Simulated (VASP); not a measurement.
# Cl (Cmce) in VASP: settings compared

Cl is run at these levels: RPBE+D3(BJ), RPBE+D4; tasks: relaxation of cell and atoms.

Everything below comes from runs of VASP 6.6.1. Logs are shortened: lines on timing, memory, paths and dates and some standing lists are left out, and cuts for length are marked.

## Step 1: The cell of the first run

It takes space group Cmce (No. 64, orthorhombic). Conventional cell: a = 6.290 Å, b = 4.500 Å, c = 8.210 Å, α = 90.00°, β = 90.00°, γ = 90.00°. Within 2.7 Å of Cl (site symmetry m) lie 1 Cl at 2.02 Å.

## Step 2: Relaxation of cell and atoms, RPBE+D3(BJ)

The input, INCAR:

```
PREC     = Accurate       # precision mode
ENCUT    = 600            # plane-wave cutoff, eV
EDIFF    = 1E-6           # SCF threshold, eV
ISMEAR   = -1             # smearing method
SIGMA    = 0.05           # smearing width, eV
LREAL    = F              # projectors in reciprocal space
LASPH    = T              # aspherical terms in the spheres
NELM     = 100            # most SCF steps
ALGO     = Normal         # electronic algorithm
ISIF     = 3              # what is computed and relaxed
LWAVE    = F              # write WAVECAR
LCHARG   = F              # write CHGCAR
GGA      = RP             # functional
IVDW     = 12             # dispersion correction
IBRION   = 2              # ionic algorithm
NSW      = 60             # ionic steps
EDIFFG   = -0.01          # ionic threshold
```

The input, KPOINTS:

```
regular mesh
0
Gamma
  7 7 4
```

The input, POSCAR:

```
Cl
1.0
    3.1450000000     -2.2500000000      0.0000000000
    3.1450000000      2.2500000000      0.0000000000
    0.0000000000      0.0000000000      8.2100000000
Cl
4
Direct
    0.3700000000      0.6300000000      0.4000000000
    0.1300000000      0.8700000000      0.9000000000
    0.6300000000      0.3700000000      0.6000000000
    0.8700000000      0.1300000000      0.1000000000
```

Potentials or basis: VASP PAW PBE potentials, release 64 (Cl).

Run with:

```
cat potpaw_PBE.64/Cl/POTCAR > POTCAR
mpirun -np 1 vasp_std > vasp.out
```

OUTCAR:

```text
PREC = Accurate
   ENCUT = 600
   EDIFF = 1E-6
   ISMEAR = -1
   LREAL = F
   LASPH = T
   NELM = 100
   ISIF = 3
   GGA = RP
   IVDW = 12
   IBRION = 2
   NSW = 60
   EDIFFG = -0.01
 IVDW          = 12

 ion  position               nearest neighbor table
   1  0.370  0.630  0.400-   3 2.02
   2  0.130  0.870  0.900-   4 2.02
   3  0.630  0.370  0.600-   1 2.02
   4  0.870  0.130  0.100-   2 2.02

  LATTYP: Found a base centered orthorhombic cell.
 ALAT       =     4.5000000000
 B/A-ratio  =     1.3977777778
 C/A-ratio  =     1.8244444444

  Lattice vectors:

 A1 = (  -3.1450000000,  -2.2500000000,   0.0000000000)
 A2 = (   3.1450000000,  -2.2500000000,   0.0000000000)
 A3 = (   0.0000000000,   0.0000000000,   8.2100000000)

Analysis of symmetry for initial positions (statically):
=====================================================================
 Subroutine PRICEL returns:
 Original cell was already a primitive cell.

 Routine SETGRP: Setting up the symmetry group for a
 base centered orthorhombic supercell.

 Subroutine GETGRP returns: Found  8 space group operations
 (whereof  4 operations were pure point group operations)
 out of a pool of  8 trial point group operations.

The static configuration has the point symmetry C_2h.
 The point group associated with its full space group is D_2h.

Analysis of symmetry for dynamics (positions and initial velocities):
=====================================================================
 Subroutine PRICEL returns:
 Original cell was already a primitive cell.

 Routine SETGRP: Setting up the symmetry group for a
 base centered orthorhombic supercell.

 Subroutine GETGRP returns: Found  8 space group operations
 (whereof  4 operations were pure point group operations)
 out of a pool of  8 trial point group operations.

The dynamic configuration has the point symmetry C_2h.
 The point group associated with its full space group is D_2h.

 Subroutine INISYM returns: Found  8 space group operations
 (whereof  4 operations are pure point group operations),
 and found     1 'primitive' translations

----------------------------------------------------------------------------------------

                                     Primitive cell

  volume of cell :     116.1920

  direct lattice vectors                    reciprocal lattice vectors
     3.145000000 -2.250000000  0.000000000     0.158982512 -0.222222222  0.000000000
     3.145000000  2.250000000  0.000000000     0.158982512  0.222222222  0.000000000
     0.000000000  0.000000000  8.210000000     0.000000000  0.000000000  0.121802680

  length of vectors
     3.866978795  3.866978795  8.210000000     0.273236445  0.273236445  0.121802680

  position of ions in fractional coordinates (direct lattice)
     0.370000000  0.630000000  0.400000000
     0.130000000  0.870000000  0.900000000
     0.630000000  0.370000000  0.600000000
     0.870000000  0.130000000  0.100000000

  ion indices of the primitive-cell ions
   primitive index   ion index
                 1           1
                 2           2
                 3           3
                 4           4

----------------------------------------------------------------------------------------

 KPOINTS: regular mesh

Automatic generation of k-mesh.
 Grid dimensions read from file:
 generate k-points for:    7    7    4

 Generating k-lattice:

  Cartesian coordinates                     Fractional coordinates (reciprocal lattice)
     0.022711787 -0.031746032  0.000000000     0.142857143  0.000000000  0.000000000
     0.022711787  0.031746032  0.000000000     0.000000000  0.142857143  0.000000000
     0.000000000  0.000000000  0.030450670     0.000000000  0.000000000  0.250000000

  Length of vectors
     0.039033778  0.039033778  0.030450670

  Shift w.r.t. Gamma in fractional coordinates (k-lattice)
     0.000000000  0.000000000  0.000000000

 Subroutine IBZKPT returns following result:
 ===========================================

 Found     48 irreducible k-points:

 Following reciprocal coordinates:
            Coordinates               Weight
  0.000000  0.000000  0.000000      1.000000
  0.142857  0.000000  0.000000      4.000000
  0.285714 -0.000000  0.000000      4.000000
  0.428571 -0.000000  0.000000      4.000000
  0.142857  0.142857  0.000000      2.000000
  0.285714  0.142857  0.000000      4.000000
[... 16 lines left out ...]
  0.428571  0.142857  0.250000      8.000000
 -0.428571  0.142857  0.250000      8.000000
 [... further k-points ...]
   k-points           NKPTS =     48   k-points in BZ     NKDIM =     48   number of bands    NBANDS=     18
   number of dos      NEDOS =    301   number of ions     NIONS =      4
   total plane-waves  NPLWV =  71680
   dimension x,y,z NGX =    32 NGY =   32 NGZ =   70
   dimension x,y,z NGXF=    64 NGYF=   64 NGZF=  140
   ions per type =               4
   NGX,Y,Z   is equivalent  to a cutoff of  13.76, 13.76, 14.17 a.u.
   NGXF,Y,Z  is equivalent  to a cutoff of  27.51, 27.51, 28.35 a.u.
 SYSTEM =  unknown system
   PREC   = accura    normal or accurate (medium, high low for compatibility)
   ISTART =      0    job   : 0-new  1-cont  2-samecut
   ICHARG =      2    charge: 1-file 2-atom 10-const
   ISPIN  =      1    spin polarized calculation?
   LNONCOLLINEAR =      F non collinear calculations
   LSORBIT =      F    spin-orbit coupling
   LASPH  =      T    aspherical Exc in radial PAW
   ENCUT  =  600.0 eV  44.10 Ry    6.64 a.u.   7.72  7.72 16.40*2*pi/ulx,y,z
   NELM   =    100;   NELMIN=  2; NELMDL= -5     # of ELM steps
   EDIFF  = 0.1E-05   stopping-criterion for ELM
   LREAL  =      F    real-space projection
   EDIFFG = -.1E-01   stopping-criterion for IOM
   NSW    =     60    number of steps for IOM
   IBRION =      2    ionic relax: 0-MD 1-quasi-New 2-CG
   NFREE  =      1    steps in history (QN), initial steepest desc. (CG)
   ISIF   =      3    stress and relaxation
   ISYM   =      2    0-nonsym 1-usesym 2-fastsym
   POTIM  = 0.5000    time-step for ionic-motion
   TEBEG  =    0.0;   TEEND  =   0.0 temperature during run
   PSTRESS=    0.0 pullay stress
   NELECT =      28.0000    total number of electrons
   NUPDOWN=      -1.0000    fix difference up-down
   EMIN   =  10.00;   EMAX   =-10.00  energy-range for DOS
   EFERMI =   0.00;   METHOD = LEGACY
   ISMEAR =    -1;   SIGMA  =   0.05  broadening in eV -4-tet -1-fermi 0-gaus
   EFERMI_NEDOS =   21; number of points for ismear=-14 and -15
   IALGO  =     38    algorithm
   IMIX   =      4    mixing-type and parameters
     AMIX     =   0.40;   BMIX     =  1.00
     AMIX_MAG =   1.60;   BMIX_MAG =  1.00
  volume/ion in A,a.u.               =      29.05       196.03
  Fermi-wavevector in a.u.,A,eV,Ry     =   1.018753  1.925163 14.120900  1.037857
  Thomas-Fermi vector in A             =   2.152228
   LORBIT       =      0    0 simple, 1 ext, 2 COOP (PROOUT), +10 PAW based schemes
   GGA     = RP    functional components
   LHFCALC =     F    Hartree Fock is set to
   AEXX    =    0.0000 exact exchange contribution
   IVDW    =    12    specifies the selected vdW correction
   LEPSILON=     F    determine dielectric tensor
   LRPA    =     F    only Hartree local field effects (RPA)
 conjugate gradient relaxation of ions
 non-spin polarized calculation
  energy-cutoff  :      600.00
  volume of cell :      116.19
 maximum number of plane-waves:      3900
   NGX = 15   NGY = 15   NGZ = 33

--------------------------------------- Ionic step        1  -------------------------------------------

 number of electron      27.9999999 magnetization

 Free energy of the ion-electron system (eV)
  ---------------------------------------------------
  ext. energy  EPLUGINS =         0.00000000
  ---------------------------------------------------
  free energy    TOTEN  =        -6.56221623 eV

  energy without entropy =       -6.56221623  energy(sigma->0) =       -6.56221623

------------------------ aborting loop because EDIFF is reached ----------------------------------------

 Edisp (eV)   -1.46319

 E8    (eV) :    -0.6676

  FORCE on cell =-STRESS in cart. coord.  units (eV):
  Direction    XX          YY          ZZ          XY          YZ          ZX
  --------------------------------------------------------------------------------------
  -------------------------------------------------------------------------------------
  Total       0.06802    -0.74464    -1.10849     0.00000     0.00000     0.00000
  in kB       0.93791   -10.26790   -15.28508     0.00000     0.00000     0.00000
  external pressure =       -8.21 kB  Pullay stress =        0.00 kB
[... 103 lines left out ...]
  FREE ENERGIE OF THE ION-ELECTRON SYSTEM (eV)
  ---------------------------------------------------
  free  energy   TOTEN  =        -8.0325849727 eV

  energy  without entropy=       -8.0325849726  energy(sigma->0) =       -8.03258497

[... ionic steps 4 to 31 ...]

--------------------------------------- Ionic step       32  -------------------------------------------

 number of electron      27.9999999 magnetization

------------------------ aborting loop because EDIFF is reached ----------------------------------------

 Edisp (eV)   -1.79513

 E8    (eV) :    -0.8395
[... 73 lines left out ...]
  energy  without entropy=       -8.1037901935  energy(sigma->0) =       -8.10379019

--------------------------------------- Ionic step       34  -------------------------------------------

 number of electron      28.0000001 magnetization

 Free energy of the ion-electron system (eV)
  ---------------------------------------------------
  ext. energy  EPLUGINS =         0.00000000
  ---------------------------------------------------
  free energy    TOTEN  =        -6.31611122 eV

  energy without entropy =       -6.31611122  energy(sigma->0) =       -6.31611122

 E-fermi :   1.6328     XC(G=0):  -7.9384

 val. band max:        0.5296422698   @ k =   0.0000   0.0000   0.0000
 cond. band min:       2.8131168086   @ k =   0.0000   0.0000   0.0000
 fundamental gap:      2.2834745389
 Fermi energy:         1.6327713090

 k-point     1 :       0.0000    0.0000    0.0000
  band No.  band energies     occupation
      1     -16.3679      2.00000
      2     -15.9301      2.00000
      3     -12.7171      2.00000
      4     -11.5554      2.00000
      5      -5.3383      2.00000
      6      -3.7489      2.00000
[... 10 lines left out ...]
     17       7.7521      0.00000
     18       7.9885      0.00000
[... 466 lines left out ...]
      2     -15.8920      2.00000
      3     -12.2074      2.00000
      4     -12.0902      2.00000
      5      -4.9589      2.00000
      6      -4.8118      2.00000
[... 10 lines left out ...]
     17       9.0925      0.00000
     18       9.4745      0.00000

 [... further k-points ...]

------------------------ aborting loop because EDIFF is reached ----------------------------------------

 Edisp (eV)   -1.78773

 E8    (eV) :    -0.8356

  FORCE on cell =-STRESS in cart. coord.  units (eV):
  Direction    XX          YY          ZZ          XY          YZ          ZX
  --------------------------------------------------------------------------------------
  -------------------------------------------------------------------------------------
  Total      -0.01313     0.00911     0.01374     0.00000    -0.00000     0.00000
  in kB      -0.20438     0.14174     0.21382     0.00000    -0.00000     0.00000
  external pressure =        0.05 kB  Pullay stress =        0.00 kB
[... 19 lines left out ...]
  FREE ENERGIE OF THE ION-ELECTRON SYSTEM (eV)
  ---------------------------------------------------
  free  energy   TOTEN  =        -8.1038415349 eV

  energy  without entropy=       -8.1038415348  energy(sigma->0) =       -8.10384153

 reached required accuracy - stopping structural energy minimisation
```

Wall time 14 min (1 thread of Intel Xeon 6975P-C (Granite Rapids), shared host); peak memory 0.32 GiB.

What came out:

* Free energy: -8.1038 eV
* Relaxed volume: 25.74 Å³/atom
* Relaxed cell: a = 3.822 Å, b = 3.822 Å, c = 7.991 Å, α = 90.00°, β = 90.00°, γ = 61.91°
* Space group after relaxing (to 0.1 Å): Cmce (No. 64)
* Energy gained by relaxing: 19.6 meV/atom
* Ionic steps: 34
* Pressure after relaxing: 0.0 GPa
* Largest force after relaxing: 0.009 eV/Å
* Band gap on the k mesh: 2.28 eV
* Dispersion energy per atom: -0.447 eV

Forces on the atoms (eV/Å):
```
Cl   0.000  0.004  0.008
Cl   0.000 -0.004  0.008
Cl   0.000 -0.004 -0.008
Cl   0.000  0.004 -0.008
```

The path:
```
step  energy change (eV)  largest force (eV/Å)  pressure (GPa)  volume (Å³)
   1              0.0000                0.1576           -0.82       116.19
   2             -0.0015                0.5338            0.50       113.70
   3             -0.0072                0.2224           -0.14       114.86
   4             -0.0165                0.2154           -0.13       113.59
   5             -0.0416                0.2003           -0.05       109.83
   6             -0.0618                0.2247            0.65       102.46
   7             -0.0614                0.2335           -0.30       102.19
   8             -0.0651                0.0643            0.18       102.33
   9             -0.0666                0.0555            0.09       102.64
  10             -0.0695                0.0536           -0.14       103.55
  11             -0.0699                0.0667           -0.24       103.99
  12             -0.0708                0.0213           -0.05       103.97
  13             -0.0709                0.0463            0.00       103.96
  14             -0.0714                0.0416           -0.01       103.95
  15             -0.0726                0.0336           -0.06       103.93
  16             -0.0740                0.0384           -0.14       103.85
  17             -0.0742                0.0474           -0.17       103.82
  18             -0.0749                0.0726            0.00       103.44
  19             -0.0750                0.0927            0.08       103.27
  20             -0.0757                0.0752            0.05       103.12
  21             -0.0770                0.0388           -0.04       102.64
  22             -0.0758                0.1194           -0.17       101.66
  23             -0.0772                0.0467           -0.07       102.38
  24             -0.0774                0.0283            0.05       102.12
  25             -0.0774                0.0276            0.07       102.06
  26             -0.0776                0.0227            0.05       102.07
  27             -0.0778                0.0340            0.00       102.09
  28             -0.0779                0.0084            0.08       102.11
  29             -0.0780                0.0071            0.10       102.11
  30             -0.0781                0.0031            0.08       102.24
  31             -0.0783                0.0267            0.00       102.61
  32             -0.0784                0.0106            0.03       102.71
  33             -0.0784                0.0089            0.05       102.78
  34             -0.0784                0.0086            0.01       102.96
```

Final structure:
```
Cl
1.0
     3.27737   -1.96584    0.00000
     3.27737    1.96584    0.00000
     0.00000    0.00000    7.99054
Cl
4
Direct
  0.37281 0.62719 0.38964
  0.12719 0.87281 0.88964
  0.62719 0.37281 0.61036
  0.87281 0.12719 0.11036
```

Levels at points of the mesh, in eV from the valence-band top:
| k point | band 12 | band 13 | band 14 | band 15 | band 16 | band 17 |
| --- | --- | --- | --- | --- | --- | --- |
| (0.00, 0.00, 0.00) | -0.43 | -0.31 | 0.00 | 2.28 | 3.18 | 7.22 |
| (0.00, 0.00, 0.50) | -0.94 | -0.14 | -0.14 | 2.67 | 2.67 | 7.62 |

Caveat: the PAW data sets were made with another functional, which shifts forces and pressure a little. A hybrid or GW would open this gap; RPBE tends to underestimate it.

(Part 1 of 2 ends here.)
